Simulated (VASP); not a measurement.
# NaH (Fm-3m) in VASP: a series of runs, part 2 of 2

VASP 6.6.1. Earlier steps stand in the parts before.

## (3) Single point, r2SCAN

File POSCAR:

```
NaH
1.0
    0.0000000000      2.3975122873      2.3975122873
    2.3975122873      0.0000000000      2.3975122873
    2.3975122873      2.3975122873      0.0000000000
Na H
1 1
Direct
    0.0000000000      0.0000000000      0.0000000000
    0.5000000000      0.5000000000      0.5000000000
```

File INCAR.step1:

```
  PREC = Accurate
  ENCUT = 550
  ISMEAR = 0
  SIGMA = 0.01
  LREAL = F
  LASPH = T
  NELM = 120
  NBANDS = 11
  GGA = PE
  ALGO = Normal
  EDIFF = 1E-5
  LWAVE = T
  LCHARG = F
  GGA_COMPAT = F
```

File INCAR.step2:

```
  PREC = Accurate
  ENCUT = 550
  EDIFF = 1E-6
  ISMEAR = 0
  SIGMA = 0.01
  LREAL = F
  LASPH = T
  NELM = 120
  ALGO = Normal
  ISIF = 2
  LWAVE = F
  LCHARG = F
  METAGGA = R2SCAN
  LMIXTAU = T
  NBANDS = 11
  ISTART = 1
  GGA_COMPAT = F
```

File KPOINTS:

```
Automatic mesh
0
Gamma
  8 8 8
```

Potentials or basis: VASP PAW PBE potentials, release 64 (Na_pv, H).

On the command line:

```console
> cat potpaw_PBE.64/Na_pv/POTCAR potpaw_PBE.64/H/POTCAR > POTCAR
> cp INCAR.step1 INCAR
> mpirun -np 1 vasp_std > vasp.out
> cp INCAR.step2 INCAR
> mpirun -np 1 vasp_std > vasp.out
```

OUTCAR:

```text
PREC = Accurate
   ENCUT = 550
   EDIFF = 1E-6
   ISMEAR = 0
   LREAL = F
   LASPH = T
   NELM = 120
   ISIF = 2
   METAGGA = R2SCAN
   ISTART = 1

 ion  position               nearest neighbor table
   1  0.000  0.000  0.000-
   2  0.500  0.500  0.500-

  LATTYP: Found a face centered cubic cell.
 ALAT       =     4.7950245746

  Lattice vectors:

 A1 = (   0.0000000000,   2.3975122873,   2.3975122873)
 A2 = (   2.3975122873,   0.0000000000,   2.3975122873)
 A3 = (   2.3975122873,   2.3975122873,   0.0000000000)

Analysis of symmetry for initial positions (statically):
=====================================================================
 Subroutine PRICEL returns:
 Original cell was already a primitive cell.

 Routine SETGRP: Setting up the symmetry group for a
 face centered cubic supercell.

 Subroutine GETGRP returns: Found 48 space group operations
 (whereof 48 operations were pure point group operations)
 out of a pool of 48 trial point group operations.

The static configuration has the point symmetry O_h .

Analysis of symmetry for dynamics (positions and initial velocities):
=====================================================================
 Subroutine PRICEL returns:
 Original cell was already a primitive cell.

 Routine SETGRP: Setting up the symmetry group for a
 face centered cubic supercell.

 Subroutine GETGRP returns: Found 48 space group operations
 (whereof 48 operations were pure point group operations)
 out of a pool of 48 trial point group operations.

The dynamic configuration has the point symmetry O_h .

 Subroutine INISYM returns: Found 48 space group operations
 (whereof 48 operations are pure point group operations),
 and found     1 'primitive' translations

----------------------------------------------------------------------------------------

                                     Primitive cell
[... 112 lines left out ...]
  volume/ion in A,a.u.               =      13.78        93.00
  Fermi-wavevector in a.u.,A,eV,Ry     =   1.083929  2.048328 15.985500  1.174901
  Thomas-Fermi vector in A             =   2.220006
   LORBIT       =      0    0 simple, 1 ext, 2 COOP (PROOUT), +10 PAW based schemes
   METAGGA = R2SCAN    functional components
   LHFCALC =     F    Hartree Fock is set to
   AEXX    =    0.0000 exact exchange contribution
   IVDW    =     0    specifies the selected vdW correction
   LEPSILON=     F    determine dielectric tensor
   LRPA    =     F    only Hartree local field effects (RPA)
 non-spin polarized calculation
 Gauss-broadening in eV      SIGMA  =   0.01
  energy-cutoff  :      550.00
  volume of cell :       27.56
 maximum number of plane-waves:       869
 NGX is ok and might be reduce to    28
   NGX = 13   NGY = 13   NGZ = 13

 number of electron       7.9999992 magnetization

 Free energy of the ion-electron system (eV)
  ---------------------------------------------------
  ext. energy  EPLUGINS =         0.00000000
  ---------------------------------------------------
  free energy    TOTEN  =        -7.60316352 eV

  energy without entropy =       -7.60316352  energy(sigma->0) =       -7.60316352

 E-fermi :  -1.3290     XC(G=0):  -8.2236

 val. band max:       -1.3819592832   @ k =  -0.2500   0.5000   0.2500
 cond. band min:       3.0297990636   @ k =   0.5000   0.0000   0.0000
 fundamental gap:      4.4117583468
 Fermi energy:        -1.3289894929

 k-point     1 :       0.0000    0.0000    0.0000
  band No.  band energies     occupation
      1     -24.2389      2.00000
      2     -24.2389      2.00000
      3     -24.2389      2.00000
      4      -4.9973      2.00000
      5      10.2731      0.00000
      6      15.1478      0.00000
      7      15.1478      0.00000
      8      15.1478      0.00000
      9      16.1300      0.00000
     10      16.1300      0.00000
     11      16.1300      0.00000
[... 309 lines left out ...]
 k-point    24 :      -0.3750    0.2500    0.1250
  band No.  band energies     occupation
      1     -24.3200      2.00000
      2     -24.2736      2.00000
      3     -24.2577      2.00000
      4      -1.8540      2.00000
      5       3.8329      0.00000
      6       7.1637      0.00000
      7      10.5718      0.00000
      8      14.8142      0.00000
      9      15.8961      0.00000
     10      19.2921      0.00000
     11      21.4950      0.00000

 [... further k-points ...]
[... 5 lines left out ...]
  --------------------------------------------------------------------------------------
  -------------------------------------------------------------------------------------
  Total       -0.0496285     -0.0496285     -0.0496285     -0.0000000      0.0000000      0.0000000
  in kB       -2.8848870     -2.8848870     -2.8848870     -0.0000000      0.0000000      0.0000000
  external PRESSURE =      -2.8848870 kB  Pullay stress =       0.0000000 kB

 VOLUME and BASIS-vectors are now :
 -----------------------------------------------------------------------------
  energy-cutoff  :      550.00
  volume of cell :       27.56
      direct lattice vectors                 reciprocal lattice vectors
     0.000000000  2.397512287  2.397512287    -0.208549505  0.208549505  0.208549505
     2.397512287  0.000000000  2.397512287     0.208549505 -0.208549505  0.208549505
     2.397512287  2.397512287  0.000000000     0.208549505  0.208549505 -0.208549505

 POSITION                                       TOTAL-FORCE (eV/Angst)
 -----------------------------------------------------------------------------------
      0.00000      0.00000      0.00000         0.000000     -0.000000     -0.000000
      2.39751      2.39751      2.39751        -0.000000      0.000000      0.000000
 -----------------------------------------------------------------------------------
    total drift:                               -0.000000     -0.000000     -0.000000

  FREE ENERGIE OF THE ION-ELECTRON SYSTEM (eV)
  ---------------------------------------------------
  free  energy   TOTEN  =        -7.6031635233 eV

  energy  without entropy=       -7.6031635233  energy(sigma->0) =       -7.60316352
```

OUTCAR.step1:

```text
PREC = Accurate
   ENCUT = 550
   ISMEAR = 0
   LREAL = F
   LASPH = T
[... 557 lines left out ...]
 -----------------------------------------------------------------------------------
      0.00000      0.00000      0.00000        -0.000000      0.000000      0.000000
      2.39751      2.39751      2.39751         0.000000      0.000000     -0.000000
 -----------------------------------------------------------------------------------
    total drift:                               -0.000000     -0.000000      0.000000

  FREE ENERGIE OF THE ION-ELECTRON SYSTEM (eV)
  ---------------------------------------------------
  free  energy   TOTEN  =        -5.0865035480 eV

  energy  without entropy=       -5.0865035480  energy(sigma->0) =       -5.08650355
```

OSZICAR.step1:

```text
N       E                     dE             d eps       ncg     rms          rms(c)
DAV:   1     0.353272796603E+02    0.35327E+02   -0.47051E+03   638   0.810E+02
DAV:   2    -0.423790400758E+01   -0.39565E+02   -0.38982E+02   659   0.195E+02
DAV:   3    -0.550833560170E+01   -0.12704E+01   -0.12685E+01   777   0.328E+01
DAV:   4    -0.551618642057E+01   -0.78508E-02   -0.78501E-02   753   0.260E+00
DAV:   5    -0.551625053453E+01   -0.64114E-04   -0.64114E-04   747   0.246E-01    0.321E+00
DAV:   6    -0.517576891568E+01    0.34048E+00   -0.32098E-01   741   0.282E+00    0.149E+00
DAV:   7    -0.508199603098E+01    0.93773E-01   -0.32022E-01   710   0.218E+00    0.349E-01
DAV:   8    -0.508656226406E+01   -0.45662E-02   -0.98354E-03   704   0.969E-01    0.676E-02
DAV:   9    -0.508651651342E+01    0.45751E-04   -0.11191E-03   760   0.361E-01    0.232E-02
DAV:  10    -0.508650065908E+01    0.15854E-04   -0.60672E-05   719   0.501E-02    0.423E-03
DAV:  11    -0.508650354803E+01   -0.28889E-05   -0.56542E-06   680   0.110E-02
   1 F= -.50865035E+01 E0= -.50865035E+01  d E =-.511161-101
```

It took 38 s on 1 thread of Intel Xeon Platinum 8488C (Sapphire Rapids), shared host; peak memory 0.16 GiB.

What came out:

```yaml
Free_energy: -7.6032 eV
Pressure: -0.3 GPa
Band_gap_on_the_k_mesh: 4.41 eV, indirect (least direct gap 5.26 eV)
```

Levels at points of the mesh, in eV from the valence-band top:
```tsv
k point	band 2	band 3	band 4	band 5	band 6	band 7
(0.00, 0.00, 0.00)	-22.86	-22.86	-3.62	11.66	16.53	16.53
(0.50, 0.00, 0.00)	-22.87	-22.87	-0.84	4.41	11.86	14.06
(0.50, 0.50, 0.00)	-22.89	-22.89	-0.17	5.24	10.80	11.54
```

Caveat: the PAW data sets were made with another functional, which shifts forces and pressure a little.
